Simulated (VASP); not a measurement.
# WS2 (R3m) in VASP: single point with LDA

Aim: the single point of WS2 with LDA.

All numbers are computed with VASP 6.6.1; they aren't measurements. Logs are shortened: lines on timing, memory, paths and dates and some standing lists are left out, and cuts for length are marked.

### 1 The cell of the first run

Symmetry: R3m, No. 160, trigonal system. Conventional cell: a = 3.200 Å, b = 3.200 Å, c = 18.733 Å, α = 90.00°, β = 90.00°, γ = 120.00°. Within 3.2 Å of W (site symmetry 3m) lie 6 S at 2.42 to 2.45 Å and 6 W at 3.20 Å. Within 3.2 Å of S (site symmetry 3m) lie 3 W at 2.42 Å and 7 S at 3.17 to 3.20 Å. S (site symmetry 3m) has 3 W at 2.45 Å and 7 S at 3.17 to 3.20 Å within 3.2 Å.

### 2 Single point, LDA (volume scaled by 1.04)

File INCAR:

```
SYSTEM = WS2
PREC = Accurate
ENCUT = 520
EDIFF = 1E-6
ISMEAR = -1
SIGMA = 0.08
LREAL = .FALSE.
LASPH = .TRUE.
NELM = 100
ALGO = Normal
ISIF = 2
LWAVE = .FALSE.
LCHARG = .FALSE.
NBANDS = 20
```

File KPOINTS:

```
Automatic mesh
0
G
  13 13 13
  0 0 0
```

File POSCAR:

```
WS2
1.0
    1.5997790880      0.9236328871      6.2444357484
   -1.5997790880      0.9236328871      6.2444357484
    0.0000000000     -1.8472657741      6.2444357484
W S
1 2
Direct
    0.0000000000      0.0000000000      0.0000000000
    0.7503000000      0.7503000000      0.7503000000
    0.5810000000      0.5810000000      0.5810000000
```

Potentials or basis: VASP PAW LDA potentials, release 64 (W_sv, S).

Started as:

```bash
> cat potpaw_LDA.64/W_sv/POTCAR potpaw_LDA.64/S/POTCAR > POTCAR
> mpirun -np 1 vasp_std > vasp.out
```

OUTCAR:

```text
SYSTEM = WS2
   PREC = Accurate
   ENCUT = 520
   EDIFF = 1E-6
   ISMEAR = -1
   LREAL = .FALSE.
   LASPH = .TRUE.
   NELM = 100
   ISIF = 2

 ion  position               nearest neighbor table
   1  0.000  0.000  0.000-   2 2.42   2 2.42   2 2.42   3 2.45   3 2.45   3 2.45
   2  0.750  0.750  0.750-   1 2.42   1 2.42   1 2.42
   3  0.581  0.581  0.581-   1 2.45   1 2.45   1 2.45

  LATTYP: Found a trigonal (rhomboedric) cell.
 ALAT       =     6.5119404678
 COS(alpha) =     0.8792939096

  Lattice vectors:

 A1 = (   1.5997790880,   0.9236328871,   6.2444357484)
 A2 = (  -1.5997790880,   0.9236328871,   6.2444357484)
 A3 = (   0.0000000000,  -1.8472657741,   6.2444357484)

Analysis of symmetry for initial positions (statically):
=====================================================================
 Subroutine PRICEL returns:
 Original cell was already a primitive cell.

 Routine SETGRP: Setting up the symmetry group for a
 trigonal (rhombohedral) supercell.

 Subroutine GETGRP returns: Found  6 space group operations
 (whereof  6 operations were pure point group operations)
 out of a pool of 12 trial point group operations.

The static configuration has the point symmetry C_3v.

Analysis of symmetry for dynamics (positions and initial velocities):
=====================================================================
 Subroutine PRICEL returns:
 Original cell was already a primitive cell.

 Routine SETGRP: Setting up the symmetry group for a
 trigonal (rhombohedral) supercell.

 Subroutine GETGRP returns: Found  6 space group operations
 (whereof  6 operations were pure point group operations)
 out of a pool of 12 trial point group operations.

The dynamic configuration has the point symmetry C_3v.

 Subroutine INISYM returns: Found  6 space group operations
 (whereof  6 operations are pure point group operations),
 and found     1 'primitive' translations

----------------------------------------------------------------------------------------

                                     Primitive cell

  volume of cell :      55.3610

  direct lattice vectors                    reciprocal lattice vectors
     1.599779088  0.923632887  6.244435748     0.312543153  0.180446873  0.053380857
    -1.599779088  0.923632887  6.244435748    -0.312543153  0.180446873  0.053380857
     0.000000000 -1.847265774  6.244435748     0.000000000 -0.360893747  0.053380857

  length of vectors
     6.511940468  6.511940468  6.511940468     0.364820247  0.364820247  0.364820247

  position of ions in fractional coordinates (direct lattice)
     0.000000000  0.000000000  0.000000000
     0.750300000  0.750300000  0.750300000
     0.581000000  0.581000000  0.581000000

  ion indices of the primitive-cell ions
   primitive index   ion index
                 1           1
                 2           2
                 3           3

----------------------------------------------------------------------------------------

 KPOINTS: Automatic mesh

Automatic generation of k-mesh.
 Grid dimensions read from file:
 generate k-points for:   13   13   13

 Generating k-lattice:

  Cartesian coordinates                     Fractional coordinates (reciprocal lattice)
     0.024041781  0.013880529  0.004106220     0.076923077  0.000000000 -0.000000000
    -0.024041781  0.013880529  0.004106220     0.000000000  0.076923077 -0.000000000
     0.000000000 -0.027761057  0.004106220    -0.000000000 -0.000000000  0.076923077

  Length of vectors
     0.028063096  0.028063096  0.028063096

  Shift w.r.t. Gamma in fractional coordinates (k-lattice)
     0.000000000  0.000000000  0.000000000

 Subroutine IBZKPT returns following result:
 ===========================================

 Found    231 irreducible k-points:

 Following reciprocal coordinates:
            Coordinates               Weight
  0.000000  0.000000  0.000000      1.000000
  0.076923  0.000000 -0.000000      6.000000
  0.153846  0.000000 -0.000000      6.000000
  0.230769  0.000000 -0.000000      6.000000
  0.307692  0.000000 -0.000000      6.000000
  0.384615  0.000000  0.000000      6.000000
[... 16 lines left out ...]
  0.384615  0.153846 -0.000000     12.000000
  0.461538  0.153846 -0.000000     12.000000
 [... further k-points ...]
   k-points           NKPTS =    231   k-points in BZ     NKDIM =    231   number of bands    NBANDS=     20
   number of dos      NEDOS =    301   number of ions     NIONS =      3
   total plane-waves  NPLWV = 110592
   dimension x,y,z NGX =    48 NGY =   48 NGZ =   48
   dimension x,y,z NGXF=    96 NGYF=   96 NGZF=   96
   ions per type =               1   2
   NGX,Y,Z   is equivalent  to a cutoff of  12.25, 12.25, 12.25 a.u.
   NGXF,Y,Z  is equivalent  to a cutoff of  24.51, 24.51, 24.51 a.u.
 SYSTEM =  WS2
   PREC   = accura    normal or accurate (medium, high low for compatibility)
   ISTART =      0    job   : 0-new  1-cont  2-samecut
   ICHARG =      2    charge: 1-file 2-atom 10-const
   ISPIN  =      1    spin polarized calculation?
   LNONCOLLINEAR =      F non collinear calculations
   LSORBIT =      F    spin-orbit coupling
   LASPH  =      T    aspherical Exc in radial PAW
   ENCUT  =  520.0 eV  38.22 Ry    6.18 a.u.  12.11 12.11 12.11*2*pi/ulx,y,z
   NELM   =    100;   NELMIN=  2; NELMDL= -5     # of ELM steps
   EDIFF  = 0.1E-05   stopping-criterion for ELM
   LREAL  =      F    real-space projection
   EDIFFG = 0.1E-04   stopping-criterion for IOM
   NSW    =      0    number of steps for IOM
   IBRION =     -1    ionic relax: 0-MD 1-quasi-New 2-CG
   NFREE  =      0    steps in history (QN), initial steepest desc. (CG)
   ISIF   =      2    stress and relaxation
   ISYM   =      2    0-nonsym 1-usesym 2-fastsym
   POTIM  = 0.5000    time-step for ionic-motion
   TEBEG  =    0.0;   TEEND  =   0.0 temperature during run
   PSTRESS=    0.0 pullay stress
   NELECT =      26.0000    total number of electrons
   NUPDOWN=      -1.0000    fix difference up-down
   EMIN   =  10.00;   EMAX   =-10.00  energy-range for DOS
   EFERMI =   0.00;   METHOD = LEGACY
   ISMEAR =    -1;   SIGMA  =   0.08  broadening in eV -4-tet -1-fermi 0-gaus
   EFERMI_NEDOS =   21; number of points for ismear=-14 and -15
   IALGO  =     38    algorithm
   IMIX   =      4    mixing-type and parameters
     AMIX     =   0.40;   BMIX     =  1.00
     AMIX_MAG =   1.60;   BMIX_MAG =  1.00
  volume/ion in A,a.u.               =      18.45       124.53
  Fermi-wavevector in a.u.,A,eV,Ry     =   1.272520  2.404714 22.032016  1.619307
  Thomas-Fermi vector in A             =   2.405394
   LORBIT       =      0    0 simple, 1 ext, 2 COOP (PROOUT), +10 PAW based schemes
   GGA     = CA    functional components
   LHFCALC =     F    Hartree Fock is set to
   AEXX    =    0.0000 exact exchange contribution
   IVDW    =     0    specifies the selected vdW correction
   LEPSILON=     F    determine dielectric tensor
   LRPA    =     F    only Hartree local field effects (RPA)
 non-spin polarized calculation
  energy-cutoff  :      520.00
  volume of cell :       55.36
 maximum number of plane-waves:      1512
   NGX = 25   NGY = 25   NGZ = 25

 number of electron      26.0000002 magnetization

 Free energy of the ion-electron system (eV)
  ---------------------------------------------------
  ext. energy  EPLUGINS =         0.00000000
  ---------------------------------------------------
  free energy    TOTEN  =       -26.15875976 eV

  energy without entropy =      -26.15872418  energy(sigma->0) =      -26.15874197

 E-fermi :   7.2386     XC(G=0): -11.0518

 val. band max:        6.8108587782   @ k =   0.4615   0.4615   0.4615
 cond. band min:       7.8336443229   @ k =  -0.1538   0.1538   0.0000
 fundamental gap:      1.0227855447
 Fermi energy:         7.2385500376

 k-point     1 :       0.0000    0.0000    0.0000
  band No.  band energies     occupation
      1     -67.3999      2.00000
      2     -31.8842      2.00000
      3     -31.7321      2.00000
      4     -31.7321      2.00000
      5      -8.4367      2.00000
      6      -6.5704      2.00000
[... 12 lines left out ...]
     19      14.4588      0.00000
     20      15.0881      0.00000

 k-point     2 :       0.0769    0.0000   -0.0000
  band No.  band energies     occupation
      1     -67.3990      2.00000
      2     -31.8809      2.00000
      3     -31.7506      2.00000
      4     -31.7364      2.00000
      5      -8.3401      2.00000
      6      -6.5412      2.00000
[... 12 lines left out ...]
     19      14.8592      0.00000
     20      15.1870      0.00000

 k-point     3 :       0.1538    0.0000   -0.0000
  band No.  band energies     occupation
      1     -67.3964      2.00000
      2     -31.8719      2.00000
      3     -31.8016      2.00000
      4     -31.7484      2.00000
      5      -8.0619      2.00000
      6      -6.4568      2.00000
[... 12 lines left out ...]
     19      15.1836      0.00000
     20      15.6889      0.00000

 k-point     4 :       0.2308    0.0000   -0.0000
  band No.  band energies     occupation
      1     -67.3929      2.00000
      2     -31.8729      2.00000
      3     -31.8590      2.00000
      4     -31.7652      2.00000
      5      -7.6383      2.00000
      6      -6.3290      2.00000
[... 12 lines left out ...]
     19      15.0242      0.00000
     20      15.5123      0.00000

 k-point     5 :       0.3077    0.0000   -0.0000
  band No.  band energies     occupation
      1     -67.3892      2.00000
      2     -31.9475      2.00000
      3     -31.8453      2.00000
      4     -31.7830      2.00000
      5      -7.1338      2.00000
      6      -6.1798      2.00000
[... 12 lines left out ...]
     19      14.3012      0.00000
     20      14.6801      0.00000

 k-point     6 :       0.3846    0.0000    0.0000
  band No.  band energies     occupation
      1     -67.3860      2.00000
      2     -32.0086      2.00000
      3     -31.8340      2.00000
      4     -31.7977      2.00000
      5      -6.6522      2.00000
      6      -6.0437      2.00000
[... 12 lines left out ...]
     19      13.5439      0.00000
     20      14.1682      0.00000

 k-point     7 :       0.4615    0.0000    0.0000
  band No.  band energies     occupation
      1     -67.3843      2.00000
      2     -32.0429      2.00000
      3     -31.8276      2.00000
      4     -31.8060      2.00000
      5      -6.3421      2.00000
      6      -5.9616      2.00000
[... 12 lines left out ...]
     19      13.2643      0.00000
     20      13.9757      0.00000
[... 277 lines left out ...]
 k-point    20 :       0.1538    0.1538   -0.0000
  band No.  band energies     occupation
      1     -67.3964      2.00000
      2     -31.8719      2.00000
      3     -31.8016      2.00000
      4     -31.7484      2.00000
      5      -8.0485      2.00000
      6      -6.4826      2.00000
[... 12 lines left out ...]
     19      15.1967      0.00000
     20      15.6343      0.00000

 k-point    21 :       0.2308    0.1538   -0.0000
  band No.  band energies     occupation
      1     -67.3942      2.00000
      2     -31.8638      2.00000
      3     -31.8436      2.00000
      4     -31.7618      2.00000
      5      -7.7815      2.00000
      6      -6.4120      2.00000
[... 12 lines left out ...]
     19      15.1999      0.00000
     20      15.5565      0.00000

 k-point    22 :       0.3077    0.1538   -0.0000
  band No.  band energies     occupation
      1     -67.3911      2.00000
      2     -31.8980      2.00000
      3     -31.8524      2.00000
      4     -31.7852      2.00000
      5      -7.3805      2.00000
      6      -6.2940      2.00000
[... 12 lines left out ...]
     19      14.9814      0.00000
     20      15.5976      0.00000

 k-point    23 :       0.3846    0.1538   -0.0000
  band No.  band energies     occupation
      1     -67.3878      2.00000
      2     -31.9530      2.00000
      3     -31.8403      2.00000
      4     -31.8120      2.00000
      5      -6.9103      2.00000
      6      -6.1477      2.00000
[... 12 lines left out ...]
     19      14.6559      0.00000
     20      15.2191      0.00000

 k-point    24 :       0.4615    0.1538   -0.0000
  band No.  band energies     occupation
      1     -67.3850      2.00000
      2     -31.9974      2.00000
      3     -31.8350      2.00000
      4     -31.8302      2.00000
      5      -6.4727      2.00000
      6      -6.0062      2.00000
[... 12 lines left out ...]
     19      14.4469      0.00000
     20      15.0255      0.00000

 [... further k-points ...]
[... 5 lines left out ...]
  --------------------------------------------------------------------------------------
  -------------------------------------------------------------------------------------
  Total       -3.1413663     -3.1413663     -3.1629969      0.0000000     -0.0000000      0.0000000
  in kB      -90.9128574    -90.9128574    -91.5388599      0.0000000     -0.0000000      0.0000000
  external PRESSURE =     -91.1215249 kB  Pullay stress =       0.0000000 kB

 VOLUME and BASIS-vectors are now :
 -----------------------------------------------------------------------------
  energy-cutoff  :      520.00
  volume of cell :       55.36
      direct lattice vectors                 reciprocal lattice vectors
     1.599779088  0.923632887  6.244435748     0.312543153  0.180446873  0.053380857
    -1.599779088  0.923632887  6.244435748    -0.312543153  0.180446873  0.053380857
     0.000000000 -1.847265774  6.244435748     0.000000000 -0.360893747  0.053380857

 POSITION                                       TOTAL-FORCE (eV/Angst)
 -----------------------------------------------------------------------------------
      0.00000      0.00000      0.00000         0.000000     -0.000000     -0.534423
      0.00000      0.00000     14.05560         0.000000     -0.000000     -0.606725
      0.00000      0.00000     10.88405         0.000000      0.000000      1.141148
 -----------------------------------------------------------------------------------
    total drift:                                0.000000      0.000000     -0.000067

  FREE ENERGIE OF THE ION-ELECTRON SYSTEM (eV)
  ---------------------------------------------------
  free  energy   TOTEN  =       -26.1587597555 eV

  energy  without entropy=      -26.1587241803  energy(sigma->0) =      -26.15874197
```

Wall time 9.7 min (1 thread of Intel Xeon Platinum 8259CL at 2.50GHz (Skylake/Cascade Lake), shared host); peak memory 0.42 GiB.

What came out:

| Quantity | Value |
| --- | --- |
| Free energy | -26.1588 eV |
| Pressure | -9.1 GPa |
| Largest force | 1.141 eV/Å |
| Band gap on the k mesh | 1.02 eV, indirect (least direct gap 1.99 eV) |

Forces on the atoms (eV/Å):
```
W    0.000  0.000 -0.534
S    0.000  0.000 -0.607
S    0.000  0.000  1.141
```

Caveat: spin-orbit coupling is left out, which moves the levels of the heavy elements; forces of over 1 eV/Å act on the atoms, so gaps and moduli don't describe the material at rest. A k mesh can miss the band edges.
